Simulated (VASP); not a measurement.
# TaN (Immm) in VASP: further runs

TaN is run at these levels: PBEsol; tasks: single point.

All numbers are computed with VASP 6.6.1; they aren't measurements. Logs are shortened: lines on timing, memory, paths and dates and some standing lists are left out, and cuts for length are marked.

### 1 The cell of the first run

Symmetry: Immm, No. 71, orthorhombic system. Conventional cell: a = 2.629 Å, b = 3.558 Å, c = 4.375 Å, α = 90.00°, β = 90.00°, γ = 90.00°. Ta (site symmetry mmm) has 6 N at 2.19 to 2.21 Å and 2 Ta at 2.63 Å within 2.9 Å. Within 2.9 Å of N (site symmetry mmm) lie 6 Ta at 2.19 to 2.21 Å and 2 N at 2.63 Å.

### 2 Single point, PBEsol (engineering shear strain xz -0.3000, normal strain along z +0.0000)

The input, INCAR:

```
SYSTEM = TaN
PREC     = Accurate       ! precision mode
ENCUT    = 520            ! plane-wave cutoff, eV
EDIFF    = 1E-6           ! SCF threshold, eV
ISMEAR   = 0              ! smearing method
SIGMA    = 0.15           ! smearing width, eV
LREAL    = .FALSE.        ! projectors in reciprocal space
LASPH    = .TRUE.         ! aspherical terms in the spheres
NELM     = 60             ! most SCF steps
ALGO     = Normal         ! electronic algorithm
ISIF     = 2              ! what is computed and relaxed
LWAVE    = .FALSE.        ! write WAVECAR
LCHARG   = .FALSE.        ! write CHGCAR
GGA      = PS             ! functional
NBANDS   = 15             ! bands
```

The input, KPOINTS:

```
regular mesh
0
G
  18 18 18
  0 0 0
```

The input, POSCAR:

```
TaN
1.0
   -0.3281165460      2.1874436400      2.1874436400
    1.8593270940      0.0000000000      1.8593270940
    2.1874436400      2.1874436400     -0.3281165460
Ta N
1 1
Direct
    0.5000000000      0.5000000000      0.5000000000
    0.0000000000      0.0000000000      0.0000000000
```

Potentials or basis: VASP PAW PBE potentials, release 64 (Ta_pv, N).

Command:

```
$ cat potpaw_PBE.64/Ta_pv/POTCAR potpaw_PBE.64/N/POTCAR > POTCAR
$ mpirun -np 1 vasp_std > vasp.out
```

OUTCAR:

```text
SYSTEM = TaN
   PREC = Accurate
   ENCUT = 520
   EDIFF = 1E-6
   ISMEAR = 0
   LREAL = .FALSE.
   LASPH = .TRUE.
   NELM = 60
   ISIF = 2
   GGA = PS

 ion  position               nearest neighbor table
   1  0.500  0.500  0.500-   2 2.19   2 2.19   2 2.21   2 2.21   2 2.21   2 2.21
   2  0.000  0.000  0.000-   1 2.19   1 2.19   1 2.21   1 2.21   1 2.21   1 2.21

  LATTYP: Found a body centered orthorhombic cell.
 ALAT       =     2.6294855932
 B/A-ratio  =     1.3529411765
 C/A-ratio  =     1.6637806616

  Lattice vectors:

 A1 = (   2.1874436400,  -2.1874436400,  -0.3281165460)
 A2 = (  -2.1874436400,  -2.1874436400,   0.3281165460)
 A3 = (   0.3281165460,   2.1874436400,  -2.1874436400)

Analysis of symmetry for initial positions (statically):
=====================================================================
 Subroutine PRICEL returns:
 Original cell was already a primitive cell.

 Routine SETGRP: Setting up the symmetry group for a
 body centered orthorhombic supercell.

 Subroutine GETGRP returns: Found  8 space group operations
 (whereof  8 operations were pure point group operations)
 out of a pool of  8 trial point group operations.

The static configuration has the point symmetry D_2h.

Analysis of symmetry for dynamics (positions and initial velocities):
=====================================================================
 Subroutine PRICEL returns:
 Original cell was already a primitive cell.

 Routine SETGRP: Setting up the symmetry group for a
 body centered orthorhombic supercell.

 Subroutine GETGRP returns: Found  8 space group operations
 (whereof  8 operations were pure point group operations)
 out of a pool of  8 trial point group operations.

The dynamic configuration has the point symmetry D_2h.

 Subroutine INISYM returns: Found  8 space group operations
 (whereof  8 operations are pure point group operations),
 and found     1 'primitive' translations

----------------------------------------------------------------------------------------

                                     Primitive cell

  volume of cell :      20.4624

  direct lattice vectors                    reciprocal lattice vectors
    -0.328116546  2.187443640  2.187443640    -0.198762885  0.228577318  0.198762885
     1.859327094  0.000000000  1.859327094     0.268914491 -0.228577318  0.268914491
     2.187443640  2.187443640 -0.328116546     0.198762885  0.228577318 -0.198762885

  length of vectors
     3.110864803  2.629485593  3.110864803     0.362299543  0.443708911  0.362299543

  position of ions in fractional coordinates (direct lattice)
     0.500000000  0.500000000  0.500000000
     0.000000000  0.000000000  0.000000000

  ion indices of the primitive-cell ions
   primitive index   ion index
                 1           1
                 2           2

----------------------------------------------------------------------------------------

 KPOINTS: regular mesh

Automatic generation of k-mesh.
 Grid dimensions read from file:
 generate k-points for:   18   18   18

 Generating k-lattice:

  Cartesian coordinates                     Fractional coordinates (reciprocal lattice)
    -0.011042383  0.012698740  0.011042383     0.055555556  0.000000000 -0.000000000
     0.014939694 -0.012698740  0.014939694     0.000000000  0.055555556 -0.000000000
     0.011042383  0.012698740 -0.011042383     0.000000000  0.000000000  0.055555556

  Length of vectors
     0.020127752  0.024650495  0.020127752

  Shift w.r.t. Gamma in fractional coordinates (k-lattice)
     0.000000000  0.000000000  0.000000000

 Subroutine IBZKPT returns following result:
 ===========================================

 Found    865 irreducible k-points:

 Following reciprocal coordinates:
            Coordinates               Weight
  0.000000  0.000000  0.000000      1.000000
  0.055556  0.000000 -0.000000      4.000000
  0.111111  0.000000 -0.000000      4.000000
  0.166667  0.000000  0.000000      4.000000
  0.222222  0.000000 -0.000000      4.000000
  0.277778  0.000000 -0.000000      4.000000
[... 16 lines left out ...]
 -0.333333  0.055556 -0.000000      8.000000
 -0.277778  0.055556  0.000000      8.000000
 [... further k-points ...]
   k-points           NKPTS =    865   k-points in BZ     NKDIM =    865   number of bands    NBANDS=     15
   number of dos      NEDOS =    301   number of ions     NIONS =      2
   total plane-waves  NPLWV =  11520
   dimension x,y,z NGX =    24 NGY =   20 NGZ =   24
   dimension x,y,z NGXF=    48 NGYF=   40 NGZF=   48
   ions per type =               1   1
   NGX,Y,Z   is equivalent  to a cutoff of  12.83, 12.64, 12.83 a.u.
   NGXF,Y,Z  is equivalent  to a cutoff of  25.65, 25.29, 25.65 a.u.
 SYSTEM =  TaN
   PREC   = accura    normal or accurate (medium, high low for compatibility)
   ISTART =      0    job   : 0-new  1-cont  2-samecut
   ICHARG =      2    charge: 1-file 2-atom 10-const
   ISPIN  =      1    spin polarized calculation?
   LNONCOLLINEAR =      F non collinear calculations
   LSORBIT =      F    spin-orbit coupling
   LASPH  =      T    aspherical Exc in radial PAW
   ENCUT  =  520.0 eV  38.22 Ry    6.18 a.u.   5.78  4.89  5.78*2*pi/ulx,y,z
   NELM   =     60;   NELMIN=  2; NELMDL= -5     # of ELM steps
   EDIFF  = 0.1E-05   stopping-criterion for ELM
   LREAL  =      F    real-space projection
   EDIFFG = 0.1E-04   stopping-criterion for IOM
   NSW    =      0    number of steps for IOM
   IBRION =     -1    ionic relax: 0-MD 1-quasi-New 2-CG
   NFREE  =      0    steps in history (QN), initial steepest desc. (CG)
   ISIF   =      2    stress and relaxation
   ISYM   =      2    0-nonsym 1-usesym 2-fastsym
   POTIM  = 0.5000    time-step for ionic-motion
   TEBEG  =    0.0;   TEEND  =   0.0 temperature during run
   PSTRESS=    0.0 pullay stress
   NELECT =      16.0000    total number of electrons
   NUPDOWN=      -1.0000    fix difference up-down
   EMIN   =  10.00;   EMAX   =-10.00  energy-range for DOS
   EFERMI =   0.00;   METHOD = LEGACY
   ISMEAR =     0;   SIGMA  =   0.15  broadening in eV -4-tet -1-fermi 0-gaus
   EFERMI_NEDOS =   21; number of points for ismear=-14 and -15
   IALGO  =     38    algorithm
   IMIX   =      4    mixing-type and parameters
     AMIX     =   0.40;   BMIX     =  1.00
     AMIX_MAG =   1.60;   BMIX_MAG =  1.00
  volume/ion in A,a.u.               =      10.23        69.04
  Fermi-wavevector in a.u.,A,eV,Ry     =   1.508212  2.850107 30.949215  2.274703
  Thomas-Fermi vector in A             =   2.618696
   LORBIT       =      0    0 simple, 1 ext, 2 COOP (PROOUT), +10 PAW based schemes
   GGA     = PS    functional components
   LHFCALC =     F    Hartree Fock is set to
   AEXX    =    0.0000 exact exchange contribution
   IVDW    =     0    specifies the selected vdW correction
   LEPSILON=     F    determine dielectric tensor
   LRPA    =     F    only Hartree local field effects (RPA)
 non-spin polarized calculation
 Gauss-broadening in eV      SIGMA  =   0.15
  energy-cutoff  :      520.00
  volume of cell :       20.46
 maximum number of plane-waves:       570
   NGX = 11   NGY =  9   NGZ = 11

 number of electron      16.0000001 magnetization

 Free energy of the ion-electron system (eV)
  ---------------------------------------------------
  ext. energy  EPLUGINS =         0.00000000
  ---------------------------------------------------
  free energy    TOTEN  =       -22.82353448 eV

  energy without entropy =      -22.81600504  energy(sigma->0) =      -22.81976976

 E-fermi :   9.1333     XC(G=0): -13.8028

 val. band max:        9.1297310470   @ k =   0.2222  -0.4444   0.2222
 cond. band min:       9.1353033375   @ k =   0.1667  -0.4444   0.0556
 fundamental gap:      0.0055722904
 Fermi energy:         9.1333227479

 k-point     1 :       0.0000    0.0000    0.0000
  band No.  band energies     occupation
      1     -26.1417      2.00000
      2     -26.0975      2.00000
      3     -25.3018      2.00000
      4      -9.1936      2.00000
      5       5.4614      2.00000
      6       5.5520      2.00000
      7       5.7795      2.00000
      8       5.8436      2.00000
      9       7.6489      2.00000
     10       9.9579      0.00000
     11      10.5244      0.00000
     12      11.1191      0.00000
     13      13.1215      0.00000
     14      20.2061      0.00000
     15      22.1415      0.00000

 k-point     2 :       0.0556    0.0000   -0.0000
  band No.  band energies     occupation
      1     -26.1581      2.00000
      2     -26.1058      2.00000
      3     -25.3039      2.00000
      4      -9.1233      2.00000
      5       4.7571      2.00000
      6       5.2075      2.00000
      7       6.0458      2.00000
      8       6.3976      2.00000
      9       7.4887      2.00000
     10      10.2546      0.00000
     11      10.6073      0.00000
     12      11.3225      0.00000
     13      13.2335      0.00000
     14      20.3181      0.00000
     15      22.1414      0.00000

 k-point     3 :       0.1111    0.0000   -0.0000
  band No.  band energies     occupation
      1     -26.2243      2.00000
      2     -26.1099      2.00000
      3     -25.3102      2.00000
      4      -8.9177      2.00000
      5       3.8560      2.00000
      6       4.6178      2.00000
      7       6.3475      2.00000
      8       7.0369      2.00000
      9       7.1065      2.00000
     10      10.8197      0.00000
     11      11.0109      0.00000
     12      11.8631      0.00000
     13      13.5612      0.00000
     14      20.6208      0.00000
     15      22.1413      0.00000
[... 343 lines left out ...]
 k-point    23 :      -0.3333    0.0556   -0.0000
  band No.  band energies     occupation
      1     -26.7677      2.00000
      2     -26.0834      2.00000
      3     -25.4189      2.00000
      4      -7.0004      2.00000
      5       0.1085      2.00000
      6       2.4041      2.00000
      7       5.2613      2.00000
      8       7.3659      2.00000
      9      10.3429      0.00000
     10      12.6220      0.00000
     11      14.5969      0.00000
     12      15.7814      0.00000
     13      16.2639      0.00000
     14      20.6965      0.00000
     15      22.1571      0.00000

 k-point    24 :      -0.2778    0.0556    0.0000
  band No.  band energies     occupation
      1     -26.6530      2.00000
      2     -26.0887      2.00000
      3     -25.4084      2.00000
      4      -7.4712      2.00000
      5       0.8211      2.00000
      6       2.7614      2.00000
      7       5.5157      2.00000
      8       7.2486      2.00000
      9       9.4453      0.00327
     10      12.1870      0.00000
     11      13.7905      0.00000
     12      15.1838      0.00000
     13      15.7372      0.00000
     14      21.1340      0.00000
     15      22.1589      0.00000

 [... further k-points ...]

------------------------ aborting loop because EDIFF is reached ----------------------------------------

  FORCE on cell =-STRESS in cart. coord.  units (eV):
  Direction    XX          YY          ZZ          XY          YZ          ZX
  --------------------------------------------------------------------------------------
  -------------------------------------------------------------------------------------
  Total        2.6273387     -0.8893323      2.6273387      0.0000000      0.0000000      3.9401908
  in kB      205.7165684    -69.6333499    205.7165684      0.0000000      0.0000000    308.5108593
  external PRESSURE =     113.9332623 kB  Pullay stress =       0.0000000 kB

 VOLUME and BASIS-vectors are now :
 -----------------------------------------------------------------------------
  energy-cutoff  :      520.00
  volume of cell :       20.46
      direct lattice vectors                 reciprocal lattice vectors
    -0.328116546  2.187443640  2.187443640    -0.198762885  0.228577318  0.198762885
     1.859327094  0.000000000  1.859327094     0.268914491 -0.228577318  0.268914491
     2.187443640  2.187443640 -0.328116546     0.198762885  0.228577318 -0.198762885

 POSITION                                       TOTAL-FORCE (eV/Angst)
 -----------------------------------------------------------------------------------
      1.85933      2.18744      1.85933         0.000000     -0.000000     -0.000000
      0.00000      0.00000      0.00000        -0.000000      0.000000      0.000000
 -----------------------------------------------------------------------------------
    total drift:                               -0.000000     -0.000000      0.000000

  FREE ENERGIE OF THE ION-ELECTRON SYSTEM (eV)
  ---------------------------------------------------
  free  energy   TOTEN  =       -22.8235344816 eV

  energy  without entropy=      -22.8160050391  energy(sigma->0) =      -22.81976976
```

Wall time 61 s (1 thread of Intel Xeon 6975P-C (Granite Rapids), shared host); peak memory 0.37 GiB.

Results:

* Free energy: -22.8235 eV
* Pressure: 11.4 GPa
* Band gap on the k mesh: zero (bands 8 and 9 overlap by 3.95 eV)

Caveat: the cell differs from its parent crystal (engineering shear strain xz -0.3000, normal strain along z +0.0000); the cell stands under pressure; the PAW data sets were made with another functional, which shifts forces and pressure a little; spin-orbit coupling is left out, which moves the levels of the heavy elements.

### 3 Single point, PBEsol (engineering shear strain xz -0.2000, normal strain along z +0.0000)

The input, INCAR:

```
ALGO     = Normal         # electronic algorithm
EDIFF    = 1E-6           # SCF threshold, eV
ENCUT    = 520            # plane-wave cutoff, eV
GGA      = PS             # functional
ISIF     = 2              # what is computed and relaxed
ISMEAR   = 0              # smearing method
LASPH    = True           # aspherical terms in the spheres
LCHARG   = False          # write CHGCAR
LREAL    = False          # projectors in reciprocal space
LWAVE    = False          # write WAVECAR
NBANDS   = 15             # bands
NELM     = 100            # most SCF steps
PREC     = Accurate       # precision mode
SIGMA    = 0.15           # smearing width, eV
```

The input, KPOINTS:

```
k-points
0
Gamma
  18 18 18
```

The input, POSCAR:

```
TaN
1.0
   -0.2187443640      2.1874436400      2.1874436400
    1.9686992760      0.0000000000      1.9686992760
    2.1874436400      2.1874436400     -0.2187443640
Ta N
1 1
Direct
    0.5000000000      0.5000000000      0.5000000000
    0.0000000000      0.0000000000      0.0000000000
```

Potentials or basis: VASP PAW PBE potentials, release 64 (Ta_pv, N).

Command:

```
$ cat potpaw_PBE.64/Ta_pv/POTCAR potpaw_PBE.64/N/POTCAR > POTCAR
$ mpirun -np 1 vasp_std > vasp.out
```

Run time: 70 s. Hardware: 1 thread of Intel Xeon 6975P-C (Granite Rapids), shared host; peak memory 0.37 GiB.

It converged, with:

```yaml
Free_energy: -23.0759 eV
Pressure: 5.9 GPa
Band_gap_on_the_k_mesh: zero (bands 8 and 9 overlap by 4.10 eV)
```

Stress tensor (GPa, compression positive):
```
10.79  0.00  8.05
 0.00 -3.99  0.00
 8.05  0.00 10.79
```

Levels at points of the mesh, in eV from the Fermi level:
```tsv
k point	band 6	band 7	band 8	band 9	band 10	band 11
(0.00, 0.00, 0.00)	-3.54	-3.29	-2.74	-2.51	0.01	0.56
(0.50, 0.00, 0.00)	-7.42	-5.52	-0.59	2.97	3.21	4.87
(0.00, 0.50, 0.00)	-8.35	-7.12	1.31	1.87	4.23	5.65
(0.50, 0.50, 0.00)	-5.30	-4.19	-4.15	1.59	3.67	3.80
(0.50, 0.00, 0.50)	-5.35	-4.92	-3.10	3.03	4.08	4.22
```

Caveat: the cell differs from its parent crystal (engineering shear strain xz -0.2000, normal strain along z +0.0000); the cell stands under pressure; the PAW data sets were made with another functional, which shifts forces and pressure a little; spin-orbit coupling is left out, which moves the levels of the heavy elements.

(Continued in part 2 of 2.)
